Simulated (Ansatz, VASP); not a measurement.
One calculation of TaV, two programs

```
Ta V
1.0
     1.60670   -2.30777    0.00000
     1.60670    2.30777    0.00000
     0.00000    0.00000    4.34136
Ta V
1 1
Direct
  0.00000 0.00000 0.00000
  0.50000 0.50000 0.50000
```

Alike in both runs: functional LDA; k mesh 7 × 7 × 5; occupations fermi-dirac, width 0.05 eV; non-collinear spin, spin-orbit coupling.

|  | VASP | Ansatz |
| --- | --- | --- |
| version | VASP 6.6.1 | Ansatz 0.2.0 |
| potentials or method | VASP PAW LDA potentials, release 64 (Ta_pv, V_sv), cutoff 520 eV | all-electron LAPW, relativistic spinors |
| task | single point | band structure |

```csv
,VASP,Ansatz,Ansatz less VASP
pressure (GPa),-12.3,-12.8,-0.47
"traceless stress, the component that is largest in VASP (GPa)",0.56,0.62,+0.056
net moment per atom (μB),0.00,0.00,-0.001
```

LDA's correlation is that of Perdew and Zunger in VASP and of Perdew and Wang (1992) in Ansatz. Ansatz ran all-electron here, and VASP with PAW potentials.

Noted on Ansatz's run: the k mesh is thin for a metal, which can move the energy by tens of meV per atom; the magnetic state may not be the lowest.
